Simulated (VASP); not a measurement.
**Hg: single point with LDA**

The system is Hg.

```xyz
1
Lattice="0.0000 2.2249 2.2249 2.2249 0.0000 2.2249 2.2249 2.2249 0.0000" Properties=species:S:1:pos:R:3 pbc="T T T"
Hg    0.0000    0.0000    0.0000
```

```json
{
 "Program": "VASP 6.6.1",
 "Task": "single point",
 "Functional": "LDA",
 "Potentials or basis": "VASP PAW LDA potentials, release 64 (Hg)",
 "Cutoff": "520 eV",
 "k mesh": "12 × 12 × 12",
 "Occupations": "fermi-dirac, width 0.1 eV",
 "Spin": "non-collinear spin, zero start, spin-orbit coupling",
 "Starting moments": "[[0.0, 0.0, 0.0]] μB",
 "Dipole correction": "no",
 "Further INCAR settings": "ALGO = Normal; EDIFF = 1e-07; NBANDS = 23"
}
```

The pressure is -0.5 GPa, the net moment is 0.00 μB per cell and the valence electrons inside the program's atomic spheres are Hg 10.48.

Moments on the atoms (μB; x, y, z):
```
Hg  0.00 0.00 0.00
```

Wall time 51 s on 1 thread of Intel Xeon 6975P-C, with other jobs on the host, peak memory 0.2 GiB.
